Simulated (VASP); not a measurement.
Input of a VASP 6.6.1 run:

Contents of INCAR:

```
SYSTEM = ZrBrF
PREC = Accurate ; ENCUT = 520
EDIFF = 1E-7 ; ISMEAR = 0
SIGMA = 0.1 ; LREAL = .FALSE.
LASPH = .TRUE. ; NELM = 80
ALGO = Normal ; ISIF = 2
LWAVE = .FALSE. ; LCHARG = .TRUE.
GGA = PE ; LELF = .TRUE.
LVHAR = .TRUE. ; NBANDS = 35
```

KPOINTS

```
regular mesh
0
G
  6 4 2
  0 0 0
```

The input POSCAR:

```
ZrBrF
1.0
    3.5220089500      0.0000000000      0.0000000000
    0.0000000000      4.0343011900      0.0000000000
    0.0000000000      0.0000000000      8.4421486900
Zr Br F
2 2 2
Direct
    0.0000000000      0.5000000000      0.1147999900
    0.5000000000      0.0000000000      0.8852000100
    0.5000000000      0.5000000000      0.3278999800
    0.0000000000      0.0000000000      0.6721000200
    0.5000000000      0.5000000000      0.9542000200
    0.0000000000      0.0000000000      0.0457999800
```

Potentials or basis: VASP PAW PBE potentials, release 64 (Zr_sv, Br, F).

Command:

```bash
$ cat potpaw_PBE.64/Zr_sv/POTCAR potpaw_PBE.64/Br/POTCAR potpaw_PBE.64/F/POTCAR > POTCAR
$ mpirun -np 1 vasp_std > vasp.out
```

Question: Predict the band gap on the k mesh.

Answer: Zero (band 26 reaches 6.78 eV, above the bottom of band 27 at 6.62 eV).

Question: What does it give for the largest force?

Answer: 2.422 eV/Å.

Forces on the atoms (eV/Å):
```
Zr   0.000  0.000 -0.577
Zr   0.000  0.000  0.577
Br   0.000  0.000  2.422
Br   0.000  0.000 -2.422
F    0.000  0.000 -1.848
F    0.000  0.000  1.848
```

Caveat: the k points lie up to 0.39 Å⁻¹ apart; forces of over 1 eV/Å act on the atoms, so gaps and moduli don't describe the material at rest.
